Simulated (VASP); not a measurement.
Set up this calculation in VASP 6.6.1, as the native input.

- Task: single point
- Functional: LDA
- Potentials or basis: VASP PAW LDA potentials, release 64 (In_d, Sb)
- Cutoff: 520 eV
- k mesh: 2 × 2 × 1
- Occupations: fermi-dirac, width 0.1 eV
- Spin: no spin polarisation
- Dipole correction: no
- Further INCAR settings: LREAL = Auto; ALGO = Normal; EDIFF = 1e-06; NBANDS = 86

The structure of InSb lies in POSCAR:

```
InSb
1.0
    9.1499616907      0.0000000000      0.0000000000
    4.5749808454      7.9240992678      0.0000000000
    0.0000000000      0.0000000000     17.6693200000
In Sb
8 8
Direct
    0.0000000000      0.0000000000      0.0565953000
    0.0000000000      0.5000000000      0.0565953000
    0.5000000000      0.0000000000      0.0565953000
    0.5000000000      0.5000000000      0.0565953000
    0.6666666667      0.6666666667      0.2598605663
    0.6666666667      0.1666666667      0.2598605663
    0.1666666667      0.6666666667      0.2598605663
    0.1666666667      0.1666666667      0.2598605663
    0.1666666667      0.1666666667      0.0926923136
    0.1666666667      0.6666666667      0.0926923136
    0.6666666667      0.1666666667      0.0926923136
    0.6666666667      0.6666666667      0.0926923136
    0.8333333333      0.8333333333      0.3117345814
    0.8333333333      0.3333333333      0.3117345814
    0.3333333333      0.8333333333      0.3117345814
    0.3333333333      0.3333333333      0.3117345814
```

The input as run:

INCAR

```
SYSTEM = InSb
  PREC = Accurate
  ENCUT = 520
  EDIFF = 1E-6
  ISMEAR = -1
  SIGMA = 0.1
  LREAL = Auto
  LASPH = .TRUE.
  NELM = 60
  ALGO = Normal
  ISIF = 2
  LWAVE = .FALSE.
  LCHARG = .FALSE.
  NBANDS = 86
```

KPOINTS

```
regular mesh
0
G
  2 2 1
  0 0 0
```

Potentials or basis: VASP PAW LDA potentials, release 64 (In_d, Sb).

The run is started by

```sh
$ cat potpaw_LDA.64/In_d/POTCAR potpaw_LDA.64/Sb/POTCAR > POTCAR
$ mpirun -np 1 vasp_std > vasp.out
```

Results of the run:

```
Largest force          : 0.036 eV/Å
Band gap on the k mesh : zero (filled and empty bands touch)
```

Caveat: the k points lie up to 0.40 Å⁻¹ apart; spin-orbit coupling is left out, which moves the levels of the heavy elements.

Wall time 19 min on 1 thread of Oxide Virtual Turin-like Processor (shared host), peak memory 0.86 GiB.
